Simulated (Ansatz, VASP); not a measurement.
# Cd4SeS3: VASP beside Ansatz

```xyz
16
Lattice="8.4834 0.0000 0.0000 -4.2417 7.3469 0.0000 0.0000 0.0000 6.9105" Properties=species:S:1:pos:R:3 pbc="T T T"
Cd   -2.1738    6.1530    2.5655
Cd    0.0000    2.3878    2.5655
Cd    2.1738    6.1530    2.5655
Cd    0.0000    4.8979    6.1407
Cd    6.4156    1.1939    6.0207
Cd    2.0679    1.1939    6.0207
Cd    4.2417    2.4490    2.6854
Cd    4.2417    4.9591    6.0207
Se    0.0000    4.8979    3.4598
Se    4.2417    2.4490    0.0045
S    -2.1331    6.1295    6.9036
S     0.0000    2.4349    6.9036
S     2.1331    6.1295    6.9036
S     6.3748    1.2174    3.4484
S     2.1086    1.2174    3.4484
S     4.2417    4.9120    3.4484
```

Alike in both runs: functional PBE; k mesh 6 × 6 × 4; occupations gaussian, width 0.02 eV; no spin polarisation.

Ansatz relaxed the structure, and its values are those at the end. VASP's run is a single point on that final structure, the one shown.

|  | VASP | Ansatz |
| --- | --- | --- |
| version | VASP 6.6.1 | Ansatz 0.2.0 |
| potentials or method | VASP PAW PBE potentials, release 64 (Cd, Se, S), cutoff 520 eV | scalar-relativistic, plane waves, PAW |
| valence electrons in the cell | 144 | 228 |

|  | VASP | Ansatz | Ansatz less VASP |
| --- | --- | --- | --- |
| gap on the k mesh at the Fermi level (eV) | 0.95 | 0.95 | 0.000 |
| least direct gap on the mesh (eV) | 0.95 | 0.95 | 0.000 |
| pressure (GPa) | 0.3 | 0.0 | -0.29 |

VASP's potentials hold 144 valence electrons a cell and Ansatz's 228, so a difference there can come from the potentials and not from the codes.
